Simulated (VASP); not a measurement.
Here is a VASP 6.6.1 calculation.

The input INCAR:

```
ALGO = Normal
EDIFF = 1E-7
ENCUT = 520
GGA = PE
ISIF = 2
ISMEAR = -1
LASPH = True
LCHARG = False
LREAL = False
LWAVE = False
NBANDS = 24
NELM = 60
PREC = Accurate
SIGMA = 0.02
```

Contents of KPOINTS:

```
k-points
0
Gamma
  6 6 2
```

The input POSCAR:

```
BaS
1.0
    5.3918110000      0.0000000000      0.0000000000
   -2.6959050000      4.6694450000      0.0000000000
    0.0000000000      0.0000000000      6.3951310000
Ba S
2 2
Direct
    0.3335815867      0.6678157683     -0.0606097045
    0.6639740626      0.3331021138      0.4368905031
    0.3333127771      0.6680348521      0.4393675438
    0.6708162456      0.3290273255      0.9350546533
```

Potentials or basis: VASP PAW PBE potentials, release 64 (Ba_sv, S).

Run with:

```sh
$ cat potpaw_PBE.64/Ba_sv/POTCAR potpaw_PBE.64/S/POTCAR > POTCAR
$ mpirun -np 1 vasp_std > vasp.out
```

Task: Estimate the band gap on the k mesh.

Result: 2.46 eV (least direct gap 2.61 eV).

Task: Predict the pressure.

Result: 0.5 GPa.

Forces on the atoms (eV/Å):
```
Ba   0.083 -0.071 -0.039
Ba   0.036  0.023  0.015
S   -0.021 -0.024 -0.028
S   -0.098  0.072  0.052
```

Caveat: the k points lie up to 0.49 Å⁻¹ apart; the atoms stand as in a frame of molecular dynamics; the structure was generated, so it needn't be the stable form of BaS; spin-orbit coupling is left out, which moves the levels of the heavy elements. A k mesh can miss the band edges.
